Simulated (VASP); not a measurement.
Here is a VASP 6.6.1 calculation.

File INCAR:

```
  ALGO = Normal
  EDIFF = 1E-8
  ENCUT = 520
  IBRION = 8
  ISIF = 2
  ISMEAR = 0
  LASPH = True
  LCHARG = False
  LEPSILON = True
  LREAL = False
  LWAVE = False
  NELM = 80
  NSW = 1
  PREC = Accurate
  SIGMA = 0.01
```

File KPOINTS:

```
k-points
0
Gamma
  9 9 6
```

File POSCAR:

```
GaN
1.0
    3.1927200000      0.0000000000      0.0000000000
   -1.5963600000      2.7649766271      0.0000000000
    0.0000000000      0.0000000000      5.1550480800
Ga N
2 2
Direct
    0.3333333333      0.6666666667     -0.0015078995
    0.6666666667      0.3333333333      0.4984921005
    0.3333333333      0.6666666667      0.3765078995
    0.6666666667      0.3333333333      0.8765078995
```

Potentials or basis: VASP PAW LDA potentials, release 64 (Ga_d, N).

Run with:

```sh
$ cat potpaw_LDA.64/Ga_d/POTCAR potpaw_LDA.64/N/POTCAR > POTCAR
$ mpirun -np 1 vasp_std > vasp.out
```

Problem. Estimate the electronic dielectric tensor (diagonal).

Solution. 5.79, 5.79, 5.89.

Problem. What does it give for the Born charges (mean of the diagonal)?

Solution. Ga +2.64; N -2.64 e.

Problem. What does it give for the highest phonon frequency at Γ, LO-TO splitting left out?

Solution. 680 cm⁻¹.

Electronic dielectric tensor:
```
5.79 0.00 0.00
0.00 5.79 0.00
0.00 0.00 5.89
```

Caveat: the cell stands under pressure or tension, which shifts response properties.
